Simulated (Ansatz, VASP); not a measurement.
# Mg in VASP and in Ansatz

```
Mg
1.0
     3.22010    0.00000    0.00000
    -1.61005    2.78869    0.00000
     0.00000    0.00000    2.73218
Mg
1
Direct
  0.00000 0.00000 0.00000
```

Alike in both runs: task single point; functional LDA; k mesh 21 × 21 × 18; occupations gaussian, width 0.15 eV; no spin polarisation.

|  | VASP | Ansatz |
| --- | --- | --- |
| version | VASP 6.6.1 | Ansatz 0.2.0 |
| potentials or method | VASP PAW LDA potentials, release 64 (Mg), cutoff 520 eV | scalar-relativistic, plane waves, PAW |
| valence electrons in the cell | 2 | 10 |

Ansatz gave:

```
gap on the k mesh at the Fermi level (eV)                     : none
pressure (GPa)                                                : 0.1
traceless stress, the component that is largest in VASP (GPa) : 8.26
```

Task: Estimate VASP's values.

Result: gap on the k mesh at the Fermi level (eV): none; pressure (GPa): -0.1; traceless stress, the component that is largest in VASP (GPa): 8.33.

LDA's correlation is that of Perdew and Zunger in VASP and of Perdew and Wang (1992) in Ansatz. A gap of «none» marks a metal or a gap that the smearing closes. VASP's potentials hold 2 valence electrons a cell and Ansatz's 10, so a difference there can come from the potentials and not from the codes.
